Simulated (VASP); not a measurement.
Write the native input for VASP 6.6.1 that does the following.

| Property | Result |
| --- | --- |
| Task | relaxation of cell and atoms |
| Functional | PBE |
| Dispersion | D3(BJ) |
| Potentials or basis | VASP PAW PBE potentials, release 64 (Si, O) |
| Cutoff | 600 eV |
| k mesh | 6 × 6 × 2 |
| Occupations | gaussian, width 0.1 eV |
| Spin | no spin polarisation |
| Dipole correction | no |
| Further INCAR settings | ALGO = Normal; EDIFF = 1e-07; IBRION = 2; EDIFFG = -0.04; NSW = 90; ISIF = 3 |

The structure of SiO2 lies in POSCAR:

```
SiO2
1.0
    2.6123874500      0.0000000000      0.0000000000
   -1.3061937200      2.2623938900      0.0000000000
    0.0000000000      0.0000000000      8.7639640600
Si O
2 4
Direct
    0.6666666700      0.3333333300      0.7500000000
    0.3333333300      0.6666666700      0.2500000000
    0.3333333300      0.6666666700      0.8510947800
    0.0000000000      0.0000000000      0.6489052200
    0.6666666700      0.3333333300      0.1489052200
    0.0000000000      0.0000000000      0.3510947800
```

These files were run (other wordings do the same):

INCAR

```
  ALGO = Normal
  EDIFF = 1E-7
  EDIFFG = -0.04
  ENCUT = 600
  GGA = PE
  IBRION = 2
  ISIF = 3
  ISMEAR = 0
  IVDW = 12
  LASPH = T
  LCHARG = F
  LREAL = F
  LWAVE = F
  NELM = 60
  NSW = 90
  PREC = Accurate
  SIGMA = 0.1
```

KPOINTS

```
k-points
0
Gamma
  6 6 2
```

Potentials or basis: VASP PAW PBE potentials, release 64 (Si, O).

Launch:

```console
$ cat potpaw_PBE.64/Si/POTCAR potpaw_PBE.64/O/POTCAR > POTCAR
$ mpirun -np 1 vasp_std > vasp.out
```

Results of the run:

```
Relaxed volume                        : 9.86 Å³/atom
Relaxed cell                          : a = 2.691 Å, b = 2.691 Å, c = 9.434 Å, α = 90.00°, β = 90.00°, γ = 120.00°
Space group after relaxing (to 0.1 Å) : P-3m1 (No. 164)
Energy gained by relaxing             : 67.1 meV/atom
Ionic steps                           : 18
Pressure after relaxing               : -0.3 GPa
Largest force after relaxing          : 0.026 eV/Å
Band gap on the k mesh                : 6.09 eV (least direct gap 6.40 eV)
Dispersion energy per atom            : -0.181 eV
```

Caveat: the k points lie up to 0.45 Å⁻¹ apart in the final cell.

Wall time 2.5 min on 1 thread of AMD EPYC 9R45 96-Core Processor (Zen 5), on a shared host, peak memory 0.17 GiB.
